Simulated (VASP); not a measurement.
Set up this calculation in VASP 6.6.1, as the native input.

* Task: single point
* Functional: PBE0
* Potentials or basis: VASP PAW PBE potentials, release 64 (B, Ga_d, As)
* Cutoff: 520 eV
* k mesh: 6 × 6 × 2
* Occupations: gaussian, width 0.01 eV
* Spin: no spin polarisation
* Dipole correction: no
* Grid for exact exchange (PRECFOCK): Fast
* Further INCAR settings: ALGO = Normal; EDIFF = 1e-07; NBANDS = 26

The system is GaB2As3.

```
B Ga As
1.0
     3.58266    0.00000    0.00000
    -1.79133    3.10268    0.00000
     0.00000    0.00000    8.92624
B Ga As
2 1 3
Direct
  0.00000 0.00000 0.98847
  0.66667 0.33333 0.68237
  0.33333 0.66667 0.33612
  0.66667 0.33333 0.91474
  0.33333 0.66667 0.60832
  0.00000 0.00000 0.21998
```

The input as run:

POSCAR

```
GaB2As3
1.0
    3.5826624461      0.0000000000      0.0000000000
   -1.7913312230      3.1026766915      0.0000000000
    0.0000000000      0.0000000000      8.9262393089
B Ga As
2 1 3
Direct
    0.0000000000      0.0000000000     -0.0115296782
    0.6666666667      0.3333333333      0.6823743530
    0.3333333333      0.6666666667      0.3361152793
    0.6666666667      0.3333333333      0.9147442600
    0.3333333333      0.6666666667      0.6083188827
    0.0000000000      0.0000000000      0.2199769031
```

INCAR.step1

```
SYSTEM = GaB2As3
PREC = Accurate
ENCUT = 520
EDIFF = 1E-5
ISMEAR = 0
SIGMA = 0.01
LREAL = .False.
LASPH = .True.
NELM = 60
ALGO = Normal
ISIF = 2
LWAVE = .True.
LCHARG = .False.
GGA = PE
NBANDS = 26
KPAR = 4
```

INCAR.step2

```
SYSTEM = GaB2As3
PREC = Accurate
ENCUT = 520
EDIFF = 1E-7
ISMEAR = 0
SIGMA = 0.01
LREAL = .False.
LASPH = .True.
NELM = 60
ALGO = Normal
ISIF = 2
LWAVE = .False.
LCHARG = .False.
GGA = PE
LHFCALC = .True.
AEXX = 0.25
PRECFOCK = Fast
ISTART = 1
NBANDS = 26
KPAR = 4
```

KPOINTS

```
regular mesh
0
Gamma
  6 6 2
  0 0 0
```

Potentials or basis: VASP PAW PBE potentials, release 64 (B, Ga_d, As).

Command:

```console
$ cat potpaw_PBE.64/B/POTCAR potpaw_PBE.64/Ga_d/POTCAR potpaw_PBE.64/As/POTCAR > POTCAR
$ cp INCAR.step1 INCAR
$ mpirun -np 4 vasp_std > vasp.out
$ cp INCAR.step2 INCAR
$ mpirun -np 4 vasp_std > vasp.out
```

Results of the run:

| Item | Value |
| --- | --- |
| Pressure | -0.7 GPa |
| Largest force | 0.131 eV/Å |
| Band gap on the k mesh | 1.65 eV, indirect (least direct gap 1.98 eV) |

Caveat: the PAW data sets were made with another functional, which shifts forces and pressure a little.

Run time: 11 min on 4 MPI ranks on Intel(R) Xeon(R) Platinum 8488C (Sapphire Rapids) (shared host), peak memory 0.26 GiB a rank.
